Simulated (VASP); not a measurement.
Here is a VASP 6.6.1 calculation.

File INCAR:

```
ALGO     = Normal         # electronic algorithm
EDIFF    = 1E-6           # SCF threshold, eV
ENCUT    = 520            # plane-wave cutoff, eV
GGA      = PE             # functional
ISIF     = 2              # what is computed and relaxed
ISMEAR   = 0              # smearing method
LASPH    = T              # aspherical terms in the spheres
LCHARG   = F              # write CHGCAR
LREAL    = F              # projectors in reciprocal space
LWAVE    = F              # write WAVECAR
NBANDS   = 7              # bands
NELM     = 100            # most SCF steps
PREC     = Accurate       # precision mode
SIGMA    = 0.1            # smearing width, eV
```

File KPOINTS:

```
k-points
0
Gamma
  24 24 18
```

File POSCAR:

```
Mg
1.0
    3.0948687797      0.0000000000      0.0000000000
   -1.5474343898      2.6802349846      0.0000000000
    0.0000000000      0.0000000000      3.0879222963
Mg
1
Direct
    0.0000000000      0.0000000000      0.5000000000
```

Potentials or basis: VASP PAW PBE potentials, release 64 (Mg).

Launch:

```bash
$ cat potpaw_PBE.64/Mg/POTCAR > POTCAR
$ mpirun -np 1 vasp_std > vasp.out
```

Problem. Predict the band gap on the k mesh.

Solution. Zero (band 1 reaches 5.03 eV, above the bottom of band 2 at -0.18 eV).

Problem. What does it give for the pressure?

Solution. -0.1 GPa.
